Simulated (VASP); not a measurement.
# Cr (Fm-3m) in VASP: further runs

Cr is run at these levels: r2SCAN; tasks: single point.

Program: VASP 6.6.1. These are calculated values, not measurements. Logs are shortened: lines on timing, memory, paths and dates and some standing lists are left out, and cuts for length are marked.

## 1. The cell of the first run

It takes space group Fm-3m (No. 225, cubic). The conventional cell has a = 3.605 Å, b = 3.605 Å, c = 3.605 Å, α = 90.00°, β = 90.00°, γ = 90.00°. Cr (site symmetry m-3m) has 12 Cr at 2.55 Å within 3.4 Å.

## 2. Single point, r2SCAN, collinear spin, ferromagnetic start

File POSCAR:

```
Cr
1.0
    0.0000000000      1.8026297405      1.8026297405
    1.8026297405      0.0000000000      1.8026297405
    1.8026297405      1.8026297405      0.0000000000
Cr
1
Direct
    0.0000000000      0.0000000000      0.0000000000
```

File INCAR.step1:

```
SYSTEM = Cr
ALGO     = Normal         ! electronic algorithm
EDIFF    = 1E-4           ! SCF threshold, eV
ENCUT    = 520            ! plane-wave cutoff, eV
GGA      = PE             ! functional
ISMEAR   = 0              ! smearing method
ISPIN    = 2              ! spin polarisation
LASPH    = .TRUE.         ! aspherical terms in the spheres
LCHARG   = .FALSE.        ! write CHGCAR
LMAXMIX  = 4              ! l up to which the mixer works
LREAL    = .FALSE.        ! projectors in reciprocal space
LWAVE    = .TRUE.         ! write WAVECAR
MAGMOM   = 0.48           ! initial moments
NBANDS   = 16             ! bands
NELM     = 150            ! most SCF steps
PREC     = Accurate       ! precision mode
SIGMA    = 0.1            ! smearing width, eV
```

File INCAR.step2:

```
SYSTEM = Cr
ALGO     = Normal         ! electronic algorithm
EDIFF    = 1E-7           ! SCF threshold, eV
ENCUT    = 520            ! plane-wave cutoff, eV
ISIF     = 2              ! what is computed and relaxed
ISMEAR   = 0              ! smearing method
ISPIN    = 2              ! spin polarisation
ISTART   = 1            
LASPH    = .TRUE.         ! aspherical terms in the spheres
LCHARG   = .TRUE.         ! write CHGCAR
LELF     = .TRUE.         ! ELF
LMAXMIX  = 4              ! l up to which the mixer works
LMIXTAU  = .TRUE.       
LORBIT   = 11             ! projections on sites
LREAL    = .FALSE.        ! projectors in reciprocal space
LVHAR    = .TRUE.       
LWAVE    = .FALSE.        ! write WAVECAR
MAGMOM   = 0.48           ! initial moments
METAGGA  = R2SCAN         ! meta-GGA
NBANDS   = 16             ! bands
NELM     = 150            ! most SCF steps
PREC     = Accurate       ! precision mode
SIGMA    = 0.1            ! smearing width, eV
```

File KPOINTS:

```
k-points
0
G
  8 8 8
  0 0 0
```

Potentials or basis: VASP PAW PBE potentials, release 64 (Cr_pv).

On the command line:

```bash
$ cat potpaw_PBE.64/Cr_pv/POTCAR > POTCAR
$ cp INCAR.step1 INCAR
$ mpirun -np 1 vasp_std > vasp.out
$ cp INCAR.step2 INCAR
$ mpirun -np 1 vasp_std > vasp.out
```

OUTCAR:

```text
SYSTEM = Cr
   EDIFF = 1E-7
   ENCUT = 520
   ISIF = 2
   ISMEAR = 0
   ISPIN = 2
   ISTART = 1
   LASPH = .TRUE.
   LORBIT = 11
   LREAL = .FALSE.
   METAGGA = R2SCAN
   NELM = 150
   PREC = Accurate

 ion  position               nearest neighbor table
   1  0.000  0.000  0.000-

  LATTYP: Found a face centered cubic cell.
 ALAT       =     3.6052594810

  Lattice vectors:

 A1 = (   0.0000000000,   1.8026297405,   1.8026297405)
 A2 = (   1.8026297405,   0.0000000000,   1.8026297405)
 A3 = (   1.8026297405,   1.8026297405,   0.0000000000)

Analysis of symmetry for initial positions (statically):
=====================================================================
 Subroutine PRICEL returns:
 Original cell was already a primitive cell.

 Routine SETGRP: Setting up the symmetry group for a
 face centered cubic supercell.

 Subroutine GETGRP returns: Found 48 space group operations
 (whereof 48 operations were pure point group operations)
 out of a pool of 48 trial point group operations.

The static configuration has the point symmetry O_h .

Analysis of symmetry for dynamics (positions and initial velocities):
=====================================================================
 Subroutine PRICEL returns:
 Original cell was already a primitive cell.

 Routine SETGRP: Setting up the symmetry group for a
 face centered cubic supercell.

 Subroutine GETGRP returns: Found 48 space group operations
 (whereof 48 operations were pure point group operations)
 out of a pool of 48 trial point group operations.

The dynamic configuration has the point symmetry O_h .

Analysis of structural, dynamic, and magnetic symmetry:
=====================================================================
 Subroutine PRICEL returns:
 Original cell was already a primitive cell.

 Routine SETGRP: Setting up the symmetry group for a
 face centered cubic supercell.

 Subroutine GETGRP returns: Found 48 space group operations
 (whereof 48 operations were pure point group operations)
 out of a pool of 48 trial point group operations.

The overall configuration has the point symmetry O_h .

 Subroutine INISYM returns: Found 48 space group operations
 (whereof 48 operations are pure point group operations),
 and found     1 'primitive' translations

----------------------------------------------------------------------------------------

[... 99 lines left out ...]
   TEBEG  =    0.0;   TEEND  =   0.0 temperature during run
   PSTRESS=    0.0 pullay stress
   NELECT =      12.0000    total number of electrons
   NUPDOWN=      -1.0000    fix difference up-down
   EMIN   =  10.00;   EMAX   =-10.00  energy-range for DOS
   EFERMI =   0.00;   METHOD = LEGACY
   ISMEAR =     0;   SIGMA  =   0.10  broadening in eV -4-tet -1-fermi 0-gaus
   EFERMI_NEDOS =   21; number of points for ismear=-14 and -15
   IALGO  =     38    algorithm
   IMIX   =      4    mixing-type and parameters
     AMIX     =   0.40;   BMIX     =  1.00
     AMIX_MAG =   1.60;   BMIX_MAG =  1.00
  volume/ion in A,a.u.               =      11.72        79.06
  Fermi-wavevector in a.u.,A,eV,Ry     =   1.650259  3.118537 37.053481  2.723354
  Thomas-Fermi vector in A             =   2.739239
   LORBIT       =     11    0 simple, 1 ext, 2 COOP (PROOUT), +10 PAW based schemes
   METAGGA = R2SCAN    functional components
   LHFCALC =     F    Hartree Fock is set to
   AEXX    =    0.0000 exact exchange contribution
   IVDW    =     0    specifies the selected vdW correction
   LEPSILON=     F    determine dielectric tensor
   LRPA    =     F    only Hartree local field effects (RPA)
 spin polarized calculation
 Gauss-broadening in eV      SIGMA  =   0.10
  energy-cutoff  :      520.00
  volume of cell :       11.72
 maximum number of plane-waves:       332
   NGX =  9   NGY =  9   NGZ =  9

 number of electron      12.0000010 magnetization      -0.0000015

 number of electron      12.0000010 magnetization       0.0000179

 Free energy of the ion-electron system (eV)
  ---------------------------------------------------
  ext. energy  EPLUGINS =         0.00000000
  ---------------------------------------------------
  free energy    TOTEN  =       -14.35951588 eV

  energy without entropy =      -14.34976483  energy(sigma->0) =      -14.35464035

 E-fermi :  10.4011     XC(G=0): -14.8802

 val. band max:       10.3400732291   @ k =  -0.3750   0.1250   0.0000
 cond. band min:      10.4165761372   @ k =   0.2500   0.1250   0.0000
 fundamental gap:      0.0765029080
 Fermi energy:        10.4010550629

 spin component 1

 k-point     1 :       0.0000    0.0000    0.0000
  band No.  band energies     occupation
      1     -33.5410      1.00000
      2     -33.5410      1.00000
      3     -33.5410      1.00000
      4       2.3587      1.00000
      5       9.9691      1.00000
      6       9.9691      1.00000
[... 435 lines left out ...]
      5       8.4693      1.00000
      6       9.5684      1.00000
[... 8 lines left out ...]
     15      40.8396      0.00000
     16      46.3346      0.00000

 [... further k-points ...]

 spin component 2

 k-point     1 :       0.0000    0.0000    0.0000
  band No.  band energies     occupation
      1     -33.5410      1.00000
      2     -33.5409      1.00000
      3     -33.5409      1.00000
      4       2.3587      1.00000
      5       9.9691      1.00000
      6       9.9692      1.00000
[... 435 lines left out ...]
      5       8.4693      1.00000
      6       9.5684      1.00000
[... 8 lines left out ...]
     15      40.8397      0.00000
     16      46.3346      0.00000

 [... further k-points ...]
[... 5 lines left out ...]
  --------------------------------------------------------------------------------------
  -------------------------------------------------------------------------------------
  Total       -0.0220098     -0.0220098     -0.0220098      0.0000000      0.0000000     -0.0000000
  in kB       -3.0100717     -3.0100717     -3.0100717      0.0000000      0.0000000     -0.0000000
  external PRESSURE =      -3.0100717 kB  Pullay stress =       0.0000000 kB

 VOLUME and BASIS-vectors are now :
 -----------------------------------------------------------------------------
  energy-cutoff  :      520.00
  volume of cell :       11.72
      direct lattice vectors                 reciprocal lattice vectors
     0.000000000  1.802629741  1.802629741    -0.277372546  0.277372546  0.277372546
     1.802629741  0.000000000  1.802629741     0.277372546 -0.277372546  0.277372546
     1.802629741  1.802629741  0.000000000     0.277372546  0.277372546 -0.277372546

 POSITION                                       TOTAL-FORCE (eV/Angst)
 -----------------------------------------------------------------------------------
      0.00000      0.00000      0.00000        -0.000000      0.000000      0.000000
 -----------------------------------------------------------------------------------
    total drift:                                0.000000      0.000000      0.000000

  FREE ENERGIE OF THE ION-ELECTRON SYSTEM (eV)
  ---------------------------------------------------
  free  energy   TOTEN  =       -14.3595158758 eV

  energy  without entropy=      -14.3497648285  energy(sigma->0) =      -14.35464035

 total charge

# of ion       s       p       d       tot
------------------------------------------
    1        0.720   6.408   4.151  11.280

 magnetization (x)

# of ion       s       p       d       tot
------------------------------------------
    1        0.000  -0.000   0.000   0.000
```

Run time: 51 s. Hardware: 1 thread of Intel Xeon Platinum 8488C (Sapphire Rapids), shared host; peak memory 0.14 GiB.

Results:

```yaml
Free_energy: -14.3595 eV
Pressure: -0.3 GPa
Band_gap_on_the_k_mesh: zero (filled and empty bands overlap)
Net_moment: 0.00 μB per cell
Valence_electrons_inside_the_program's_atomic_spheres: Cr 11.28
```

Levels at points of the mesh, in eV from the Fermi level:
Spin up:
```csv
k point,band 3,band 4,band 5,band 6,band 7,band 8,band 9,band 10
"(0.00, 0.00, 0.00)",-43.94,-8.04,-0.43,-0.43,-0.43,1.61,1.61,3.52
"(0.50, 0.00, 0.00)",-44.06,-4.17,-0.46,-0.46,0.72,2.75,2.75,3.45
"(0.50, 0.50, 0.00)",-44.26,-4.27,-3.49,2.83,2.99,2.99,3.45,3.81
```
Spin down:
```csv
k point,band 3,band 4,band 5,band 6,band 7,band 8,band 9,band 10
"(0.00, 0.00, 0.00)",-43.94,-8.04,-0.43,-0.43,-0.43,1.61,1.61,3.52
"(0.50, 0.00, 0.00)",-44.06,-4.17,-0.46,-0.46,0.72,2.75,2.75,3.45
"(0.50, 0.50, 0.00)",-44.26,-4.27,-3.49,2.83,2.99,2.99,3.45,3.81
```

Caveat: the k points lie up to 0.38 Å⁻¹ apart; the PAW data sets were made with another functional, which shifts forces and pressure a little.

## 3. Single point, r2SCAN, collinear spin, ferromagnetic start

This run uses another cell than the first one, of 12.46 Å³/atom, 1.063 times its volume.

File POSCAR:

```
Cr
1.0
    0.0000000000      1.8400000000      1.8400000000
    1.8400000000      0.0000000000      1.8400000000
    1.8400000000      1.8400000000      0.0000000000
Cr
1
Direct
    0.0000000000      0.0000000000      0.0000000000
```

File INCAR.step1:

```
SYSTEM = Cr
PREC = Accurate
ENCUT = 520
ISMEAR = 0
SIGMA = 0.1
LREAL = .FALSE.
LASPH = .TRUE.
NELM = 150
ISPIN = 2
MAGMOM = 3
LMAXMIX = 4
NBANDS = 16
GGA = PE
ALGO = Normal
EDIFF = 1E-4
LWAVE = .TRUE.
LCHARG = .FALSE.
```

File INCAR.step2:

```
SYSTEM = Cr
PREC = Accurate
ENCUT = 520
EDIFF = 1E-6
ISMEAR = 0
SIGMA = 0.1
LREAL = .FALSE.
LASPH = .TRUE.
NELM = 150
ALGO = Normal
ISIF = 2
LWAVE = .FALSE.
LCHARG = .FALSE.
ISPIN = 2
MAGMOM = 3
LORBIT = 11
LMAXMIX = 4
METAGGA = R2SCAN
LMIXTAU = .TRUE.
NBANDS = 16
ISTART = 1
```

File KPOINTS:

```
regular mesh
0
G
  8 8 8
  0 0 0
```

Potentials or basis: VASP PAW PBE potentials, release 64 (Cr_pv).

On the command line:

```bash
$ cat potpaw_PBE.64/Cr_pv/POTCAR > POTCAR
$ cp INCAR.step1 INCAR
$ mpirun -np 1 vasp_std > vasp.out
$ cp INCAR.step2 INCAR
$ mpirun -np 1 vasp_std > vasp.out
```

OUTCAR:

```text
SYSTEM = Cr
   PREC = Accurate
   ENCUT = 520
   EDIFF = 1E-6
   ISMEAR = 0
   LREAL = .FALSE.
   LASPH = .TRUE.
   NELM = 150
   ISIF = 2
   ISPIN = 2
   LORBIT = 11
   METAGGA = R2SCAN
   ISTART = 1

 ion  position               nearest neighbor table
   1  0.000  0.000  0.000-

  LATTYP: Found a face centered cubic cell.
 ALAT       =     3.6800000000

  Lattice vectors:

 A1 = (   0.0000000000,   1.8400000000,   1.8400000000)
 A2 = (   1.8400000000,   0.0000000000,   1.8400000000)
 A3 = (   1.8400000000,   1.8400000000,   0.0000000000)

Analysis of symmetry for initial positions (statically):
=====================================================================
 Subroutine PRICEL returns:
 Original cell was already a primitive cell.

 Routine SETGRP: Setting up the symmetry group for a
 face centered cubic supercell.

 Subroutine GETGRP returns: Found 48 space group operations
 (whereof 48 operations were pure point group operations)
 out of a pool of 48 trial point group operations.

The static configuration has the point symmetry O_h .

Analysis of symmetry for dynamics (positions and initial velocities):
=====================================================================
 Subroutine PRICEL returns:
 Original cell was already a primitive cell.

 Routine SETGRP: Setting up the symmetry group for a
 face centered cubic supercell.

 Subroutine GETGRP returns: Found 48 space group operations
 (whereof 48 operations were pure point group operations)
 out of a pool of 48 trial point group operations.

The dynamic configuration has the point symmetry O_h .

Analysis of structural, dynamic, and magnetic symmetry:
=====================================================================
 Subroutine PRICEL returns:
 Original cell was already a primitive cell.

 Routine SETGRP: Setting up the symmetry group for a
 face centered cubic supercell.

 Subroutine GETGRP returns: Found 48 space group operations
 (whereof 48 operations were pure point group operations)
[... 128 lines left out ...]
   IVDW    =     0    specifies the selected vdW correction
   LEPSILON=     F    determine dielectric tensor
   LRPA    =     F    only Hartree local field effects (RPA)
 spin polarized calculation
 Gauss-broadening in eV      SIGMA  =   0.10
  energy-cutoff  :      520.00
  volume of cell :       12.46
 maximum number of plane-waves:       344
   NGX =  9   NGY =  9   NGZ =  9

 number of electron      11.9999991 magnetization      -0.0000232

 number of electron      11.9999991 magnetization       0.0002163

 Free energy of the ion-electron system (eV)
  ---------------------------------------------------
  ext. energy  EPLUGINS =         0.00000000
  ---------------------------------------------------
  free energy    TOTEN  =       -14.32337453 eV

  energy without entropy =      -14.31309655  energy(sigma->0) =      -14.31823554

 E-fermi :   9.6022     XC(G=0): -14.4818

 val. band max:        9.5504032325   @ k =  -0.3750   0.1250   0.0000
 cond. band min:       9.6151666736   @ k =   0.2500   0.1250   0.0000
 fundamental gap:      0.0647634411
 Fermi energy:         9.6022337361

 spin component 1

 k-point     1 :       0.0000    0.0000    0.0000
  band No.  band energies     occupation
      1     -34.4702      1.00000
      2     -34.4702      1.00000
      3     -34.4702      1.00000
      4       1.7416      1.00000
      5       9.1943      1.00000
      6       9.1944      1.00000
[... 435 lines left out ...]
      5       7.8070      1.00000
      6       8.7861      1.00000
[... 8 lines left out ...]
     15      38.8728      0.00000
     16      44.3149      0.00000

 [... further k-points ...]

 spin component 2

 k-point     1 :       0.0000    0.0000    0.0000
  band No.  band energies     occupation
      1     -34.4699      1.00000
      2     -34.4699      1.00000
      3     -34.4699      1.00000
      4       1.7416      1.00000
      5       9.1946      1.00000
      6       9.1947      1.00000
[... 435 lines left out ...]
      5       7.8072      1.00000
      6       8.7863      1.00000
[... 8 lines left out ...]
     15      38.8729      0.00000
     16      44.3151      0.00000

 [... further k-points ...]
[... 5 lines left out ...]
  --------------------------------------------------------------------------------------
  -------------------------------------------------------------------------------------
  Total       -1.1282637     -1.1282637     -1.1282637      0.0000000      0.0000000     -0.0000000
  in kB     -145.0900817   -145.0900817   -145.0900817      0.0000000      0.0000000     -0.0000000
  external PRESSURE =    -145.0900817 kB  Pullay stress =       0.0000000 kB

 VOLUME and BASIS-vectors are now :
 -----------------------------------------------------------------------------
  energy-cutoff  :      520.00
  volume of cell :       12.46
      direct lattice vectors                 reciprocal lattice vectors
     0.000000000  1.840000000  1.840000000    -0.271739130  0.271739130  0.271739130
     1.840000000  0.000000000  1.840000000     0.271739130 -0.271739130  0.271739130
     1.840000000  1.840000000  0.000000000     0.271739130  0.271739130 -0.271739130

 POSITION                                       TOTAL-FORCE (eV/Angst)
 -----------------------------------------------------------------------------------
      0.00000      0.00000      0.00000        -0.000000      0.000000     -0.000000
 -----------------------------------------------------------------------------------
    total drift:                                0.000000      0.000000      0.000000

  FREE ENERGIE OF THE ION-ELECTRON SYSTEM (eV)
  ---------------------------------------------------
  free  energy   TOTEN  =       -14.3233745316 eV

  energy  without entropy=      -14.3130965465  energy(sigma->0) =      -14.31823554

 total charge

# of ion       s       p       d       tot
------------------------------------------
    1        0.710   6.369   4.086  11.165

 magnetization (x)

# of ion       s       p       d       tot
------------------------------------------
    1        0.000  -0.000   0.000   0.000
```

OSZICAR.step1:

```text
N       E                     dE             d eps       ncg     rms          rms(c)
DAV:   1     0.838386291210E+02    0.83839E+02   -0.62286E+03  1920   0.849E+02
DAV:   2    -0.823550094182E+01   -0.92074E+02   -0.87516E+02  2016   0.249E+02
DAV:   3    -0.975035446091E+01   -0.15149E+01   -0.15120E+01  2096   0.351E+01
DAV:   4    -0.975623597474E+01   -0.58815E-02   -0.58814E-02  2184   0.216E+00
DAV:   5    -0.975628583929E+01   -0.49865E-04   -0.49864E-04  2152   0.179E-01    0.152E+01
DAV:   6    -0.906232182654E+01    0.69396E+00   -0.21460E+00  1896   0.244E+01    0.343E+00
DAV:   7    -0.910264220362E+01   -0.40320E-01   -0.10695E-01  1920   0.306E+00    0.231E+00
DAV:   8    -0.910953378810E+01   -0.68916E-02   -0.55769E-03  1992   0.979E-01    0.886E-01
DAV:   9    -0.910655172932E+01    0.29821E-02   -0.22081E-03  2040   0.609E-01    0.227E-01
DAV:  10    -0.910734747814E+01   -0.79575E-03   -0.64875E-04  1960   0.230E-01    0.121E-01
DAV:  11    -0.910746918622E+01   -0.12171E-03   -0.12702E-05  1120   0.315E-02    0.107E-01
DAV:  12    -0.910781555198E+01   -0.34637E-03   -0.78538E-05  1696   0.122E-01    0.502E-02
DAV:  13    -0.910791602122E+01   -0.10047E-03   -0.71865E-05  1696   0.624E-02    0.343E-02
DAV:  14    -0.910795800267E+01   -0.41981E-04   -0.14105E-05   968   0.434E-02
   1 F= -.91079580E+01 E0= -.91026120E+01  d E =-.106920E-01  mag=     0.0108
```

Run time: 42 s. Hardware: 1 thread of Intel Xeon Platinum 8488C (Sapphire Rapids), shared host; peak memory 0.14 GiB.

Results:

```
Free energy                                           : -14.3234 eV
Pressure                                              : -14.5 GPa
Band gap on the k mesh                                : zero (filled and empty bands overlap)
Net moment                                            : 0.00 μB per cell
Valence electrons inside the program's atomic spheres : Cr 11.16
```

Caveat: the k points lie up to 0.37 Å⁻¹ apart; the starting moments collapsed, and a magnetic state may lie lower; the PAW data sets were made with another functional, which shifts forces and pressure a little.
